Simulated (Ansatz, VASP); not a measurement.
InP in VASP and in Ansatz

Contents of INCAR:

```
SYSTEM = InP
PREC     = Accurate       ! precision mode
ENCUT    = 520            ! plane-wave cutoff, eV
EDIFF    = 1E-7           ! SCF threshold, eV
ISMEAR   = -1             ! smearing method
SIGMA    = 0.05           ! smearing width, eV
LREAL    = .FALSE.        ! projectors in reciprocal space
LASPH    = .TRUE.         ! aspherical terms in the spheres
NELM     = 100            ! most SCF steps
ALGO     = Normal         ! electronic algorithm
ISIF     = 2              ! what is computed and relaxed
LWAVE    = .FALSE.        ! write WAVECAR
LCHARG   = .FALSE.        ! write CHGCAR
GGA      = RE             ! functional
NBANDS   = 16             ! bands
```

The input KPOINTS:

```
regular mesh
0
G
  8 8 8
  0 0 0
```

File POSCAR:

```
InP
1.0
    0.0000000000      2.9499078504      2.9499078504
    2.9499078504      0.0000000000      2.9499078504
    2.9499078504      2.9499078504      0.0000000000
In P
1 1
Direct
    0.0000000000      0.0000000000      0.0000000000
    0.7500000000      0.7500000000      0.7500000000
```

The input input.yaml:

```yaml
crystal:
  lattice:
    - [0.0, 2.9499078504, 2.9499078504]
    - [2.9499078504, 0.0, 2.9499078504]
    - [2.9499078504, 2.9499078504, 0.0]
  atoms:
    - { symbol: In, position: [0.0, 0.0, 0.0] }
    - { symbol: P, position: [0.75, 0.75, 0.75] }
hamiltonian:
  xc: revpbe
  pseudopotentials: { kind: paw }
kpoints:
  mp_grid: { grid: [8, 8, 8] }
scf:
  occupations: { method: fermi_dirac, width: 0.05 }
output:
  forces: true
  stress: true
  eigenvalues: true
  write_density: true
  write_potential: true
  elf: true
  volumetric_format: npy
```

Alike in both runs: task single point; functional revPBE; k mesh 8 × 8 × 8; occupations fermi-dirac, width 0.05 eV; no spin polarisation.

|  | VASP | Ansatz |
| --- | --- | --- |
| version | VASP 6.6.1 | Ansatz 0.2.0 |
| potentials or method | VASP PAW PBE potentials, release 64 (In_d, P) | Ansatz PAW |
| plane-wave cutoff (eV) | 520 | 420 |
| valence electrons in the cell | 18 | 18 |

```csv
,VASP,Ansatz,Ansatz less VASP
gap on the k mesh at the Fermi level (eV),0.70,0.71,+0.006
least direct gap on the mesh (eV),0.70,0.71,+0.006
pressure (GPa),3.2,3.2,+0.06
```

VASP's potentials were made for PBE, not for revPBE.
